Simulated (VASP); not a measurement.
Al:

```
CELL_PARAMETERS angstrom
2.59482 0.00000 0.00000
0.00000 2.59482 0.00000
0.00000 0.00000 2.59482
ATOMIC_POSITIONS crystal
Al 0.00000 0.00000 0.00000
```

| Quantity | Value |
| --- | --- |
| Program | VASP 6.6.1 |
| Task | relaxation of cell and atoms |
| Functional | PBEsol |
| Potentials or basis | VASP PAW PBE potentials, release 64 (Al) |
| Cutoff | 600 eV |
| k mesh | 16 × 16 × 16 |
| Occupations | fermi-dirac, width 0.08 eV |
| Spin | no spin polarisation |

At the start: pressure 9.6 GPa; volume 17.47 Å³/atom.

**Question.** Where does the relaxation end?

**Answer.** Over 5 steps the energy falls by 61.3 meV/atom and the volume is 19.74 Å³/atom (+13.0 %); space group Pm-3m (No. 221, to 0.05 Å).

The path:
```csv
step,energy change (eV),largest force (eV/Å),pressure (GPa),volume (Å³)
1,0.0000,0.0000,9.65,17.47
2,-0.0588,0.0000,-1.50,20.27
3,-0.0613,0.0000,0.05,19.73
4,-0.0613,0.0000,-0.09,19.78
5,-0.0613,0.0000,-0.01,19.74
```

Final structure:
```
Al
1.0
     2.70277    0.00000    0.00000
     0.00000    2.70277    0.00000
     0.00000    0.00000    2.70277
Al
1
Cartesian
  0.0000 0.0000 0.0000
```

Caveat: the PAW data sets were made with another functional, which shifts forces and pressure a little.
